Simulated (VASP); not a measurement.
# CsCaBr3: single point with LDA

Crystal: CsCaBr3.

```xyz
5
Lattice="5.7087 0.0000 0.0000 0.0000 6.0512 0.0000 0.0000 0.0000 5.7087" Properties=species:S:1:pos:R:3 pbc="T T T"
Cs    0.0000    0.0000    0.0000
Ca    2.8543    3.0256    2.8543
Br    2.8543    0.0000    2.8543
Br    0.0000    3.0256    2.8543
Br    2.8543    3.0256    0.0000
```

This cell differs from its parent crystal: strain +0.0600 x Voigt [0, 1, 0, 0, 0, 0].

```json
{
 "Program": "VASP 6.6.1",
 "Task": "single point",
 "Functional": "LDA",
 "Potentials or basis": "VASP PAW LDA potentials, release 64 (Cs_sv, Ca_sv, Br)",
 "Cutoff": "520 eV",
 "k mesh": "4 × 4 × 4",
 "Occupations": "gaussian, width 0.05 eV",
 "Spin": "no spin polarisation",
 "Dipole correction": "no",
 "Further INCAR settings": "ALGO = Normal; EDIFF = 1e-06; NBANDS = 28"
}
```

* Pressure: -2.7 GPa
* Band gap on the k mesh: 3.86 eV, indirect (least direct gap 4.16 eV)

Stress tensor (GPa, compression positive):
```
-2.29  0.00  0.00
 0.00 -3.62  0.00
 0.00  0.00 -2.29
```

Levels at points of the mesh, in eV from the valence-band top:
```
           k point  band 17  band 18  band 19  band 20  band 21  band 22  band 23  band 24
(0.00, 0.00, 0.00)    -0.54    -0.31    -0.30    -0.30     3.86     4.46     4.46     4.46
(0.50, 0.00, 0.00)    -0.90    -0.73    -0.47    -0.45     4.65     5.10     5.54     5.60
(0.00, 0.50, 0.00)    -0.71    -0.71    -0.44    -0.44     4.59     5.32     5.32     5.39
(0.50, 0.50, 0.00)    -0.85    -0.84    -0.82    -0.11     5.35     5.55     5.64     5.96
(0.50, 0.00, 0.50)    -1.02    -0.69    -0.69    -0.01     5.32     5.62     5.62     6.10
(0.50, 0.50, 0.50)    -1.26    -0.08    -0.08     0.00     5.59     5.59     5.59     5.80
```

Run time: 110 s on 1 thread of Intel Xeon 6975P-C, on a shared host, peak memory 0.29 GiB.

Caveat: the cell differs from its parent crystal (strain +0.0600 x Voigt [0, 1, 0, 0, 0, 0]); spin-orbit coupling is left out, which moves the levels of the heavy elements. A k mesh can miss the band edges.
